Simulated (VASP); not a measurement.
A run of VASP 6.6.1 is set up as follows.

The input POSCAR:

```
Ag2O
1.0
    4.8495024485      0.0000000000      0.0000000000
    0.0000000000      4.8495024485      0.0000000000
    0.0000000000      0.0000000000      4.8495024485
Ag O
4 2
Direct
    0.2500000000      0.2500000000      0.2500000000
    0.2500000000      0.7500000000      0.7500000000
    0.7500000000      0.7500000000      0.2500000000
    0.7500000000      0.2500000000      0.7500000000
    0.0000000000      0.0000000000      0.0000000000
    0.5000000000      0.5000000000      0.5000000000
```

The input INCAR.step1:

```
PREC = Accurate
ENCUT = 660
ISMEAR = 0
SIGMA = 0.01
LREAL = False
LASPH = True
NELM = 120
NBANDS = 37
GGA = PE
ALGO = Normal
EDIFF = 1E-5
LWAVE = True
LCHARG = False
GGA_COMPAT = False
```

The input INCAR.step2:

```
PREC = Accurate
ENCUT = 660
EDIFF = 1E-6
ISMEAR = 0
SIGMA = 0.01
LREAL = False
LASPH = True
NELM = 120
ALGO = Normal
ISIF = 2
LWAVE = False
LCHARG = True
METAGGA = R2SCAN
LMIXTAU = True
LELF = True
LVHAR = True
NBANDS = 37
ISTART = 1
GGA_COMPAT = False
```

The input KPOINTS:

```
regular mesh
0
Gamma
  8 8 8
```

Potentials or basis: VASP PAW PBE potentials, release 64 (Ag, O).

Launch:

```sh
$ cat potpaw_PBE.64/Ag/POTCAR potpaw_PBE.64/O/POTCAR > POTCAR
$ cp INCAR.step1 INCAR
$ mpirun -np 1 vasp_std > vasp.out
$ cp INCAR.step2 INCAR
$ mpirun -np 1 vasp_std > vasp.out
```

(1) What does it give for the pressure?

(2) Estimate the band gap on the k mesh.

Results:

(1) -4.3 GPa.

(2) 0.16 eV.

Caveat: the cell stands under tension; semilocal functionals underestimate gaps, and a narrow one can read as zero; the PAW data sets were made with another functional, which shifts forces and pressure a little.
